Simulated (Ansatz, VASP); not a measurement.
## Two plane-wave programs on Co

File INCAR:

```
PREC = Accurate
ENCUT = 520
EDIFF = 1E-6
ISMEAR = -1
SIGMA = 0.1
LREAL = F
LASPH = T
NELM = 150
ALGO = Normal
ISIF = 2
LWAVE = F
LCHARG = T
ISPIN = 2
MAGMOM = 2.5 2.5 2.5 2.5 2.5 2.5
LORBIT = 11
LMAXMIX = 4
GGA = PS
LELF = T
LVHAR = T
NBANDS = 40
```

File KPOINTS:

```
Automatic mesh
0
Gamma
  6 6 6
```

Contents of POSCAR:

```
Co
1.0
    0.0000000000      3.3009772389      3.3009772389
    3.3009772389      0.0000000000      3.3009772389
    3.3009772389      3.3009772389      0.0000000000
Co
6
Direct
    0.2500000000      0.2500000000      0.2500000000
    0.0000000000      0.0000000000      0.0000000000
    0.6250000000      0.6250000000      0.1250000000
    0.6250000000      0.1250000000      0.6250000000
    0.1250000000      0.6250000000      0.6250000000
    0.6250000000      0.6250000000      0.6250000000
```

Input for Ansatz:

```yaml
crystal:
  lattice:
    - [0.0, 3.300977238906659, 3.300977238906659]
    - [3.300977238906659, 0.0, 3.300977238906659]
    - [3.300977238906659, 3.300977238906659, 0.0]
  atoms:
    - { symbol: Co, position: [0.25, 0.25, 0.25], spin: 2.5 }
    - { symbol: Co, position: [0.0, 0.0, 0.0], spin: 2.5 }
    - { symbol: Co, position: [0.625, 0.625, 0.125], spin: 2.5 }
    - { symbol: Co, position: [0.625, 0.125, 0.625], spin: 2.5 }
    - { symbol: Co, position: [0.125, 0.625, 0.625], spin: 2.5 }
    - { symbol: Co, position: [0.625, 0.625, 0.625], spin: 2.5 }
basis:
  ecutwfc: 500.0
kpoints:
  mp_grid:
    grid: [6, 6, 6]
hamiltonian:
  xc: pbesol
magnetization:
  spin_polarized: true
scf:
  occupations:
    method: fermi_dirac
output:
  stress: true
```

Alike in both runs: task single point; functional PBEsol; k mesh 6 × 6 × 6; collinear spin.

|  | VASP | Ansatz |
| --- | --- | --- |
| version | VASP 6.6.1 | Ansatz 0.2.0 |
| potentials or method | VASP PAW PBE potentials, release 64 (Co), cutoff 520 eV | plane waves, PAW |
| occupations | fermi-dirac, width 0.1 eV | fermi-dirac |
| valence electrons in the cell | 54 | 102 |

```tsv
	VASP	Ansatz	Ansatz less VASP
pressure (GPa)	-15.7	-15.2	+0.53
net moment per atom (μB)	1.75	1.77	+0.021
size of the moment on the site where the two differ most (μB)	1.74	1.81	+0.069
```

VASP's potentials were made for PBE, not for PBEsol. Site moments also hang on the region over which each program counts them. VASP's potentials hold 54 valence electrons a cell and Ansatz's 102, so a difference there can come from the potentials and not from the codes.
